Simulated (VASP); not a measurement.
Set up this calculation in VASP 6.6.1, as the native input.

| Item | Value |
| --- | --- |
| Task | relaxation of shape and atoms at fixed volume |
| Functional | PBEsol |
| Potentials or basis | VASP PAW PBE potentials, release 64 (Cs_sv) |
| Cutoff | 600 eV |
| k mesh | 8 × 8 × 5 |
| Occupations | fermi-dirac, width 0.08 eV |
| Spin | no spin polarisation |
| Dipole correction | no |
| Further INCAR settings | ALGO = Normal; EDIFF = 1e-07; IBRION = 2; EDIFFG = -0.005; NSW = 50; ISIF = 4 |

The structure of Cs lies in POSCAR:

```
Cs
1.0
    4.9277870577      0.0000000000      0.0000000000
   -2.4638935288      4.2675887764      0.0000000000
    0.0000000000      0.0000000000      7.9830150335
Cs
2
Direct
    0.3333333333      0.6666666667      0.2500000000
    0.6666666667      0.3333333333      0.7500000000
```

This isn't the form of Cs at room conditions, which is bcc.

These files were run (other wordings do the same):

INCAR

```
ALGO     = Normal         # electronic algorithm
EDIFF    = 1E-7           # SCF threshold, eV
EDIFFG   = -0.005         # ionic threshold
ENCUT    = 600            # plane-wave cutoff, eV
GGA      = PS             # functional
IBRION   = 2              # ionic algorithm
ISIF     = 4              # what is computed and relaxed
ISMEAR   = -1             # smearing method
LASPH    = T              # aspherical terms in the spheres
LCHARG   = F              # write CHGCAR
LREAL    = F              # projectors in reciprocal space
LWAVE    = F              # write WAVECAR
NELM     = 80             # most SCF steps
NSW      = 50             # ionic steps
PREC     = Accurate       # precision mode
SIGMA    = 0.08           # smearing width, eV
```

KPOINTS

```
k-points
0
Gamma
  8 8 5
```

Potentials or basis: VASP PAW PBE potentials, release 64 (Cs_sv).

Launch:

```console
$ cat potpaw_PBE.64/Cs_sv/POTCAR > POTCAR
$ mpirun -np 1 vasp_std > vasp.out
```

Results of the run:

```json
{"Pressure after relaxing": "0.8 GPa", "Band gap on the k mesh": "zero (bands 9 and 10 overlap by 1.35 eV)"}
```

Caveat: the PAW data sets were made with another functional, which shifts forces and pressure a little; spin-orbit coupling is left out, which moves the levels of the heavy elements.

Wall time 38 s on 1 thread of Intel(R) Xeon(R) 6975P-C (Granite Rapids), on a shared host, peak memory 0.32 GiB.
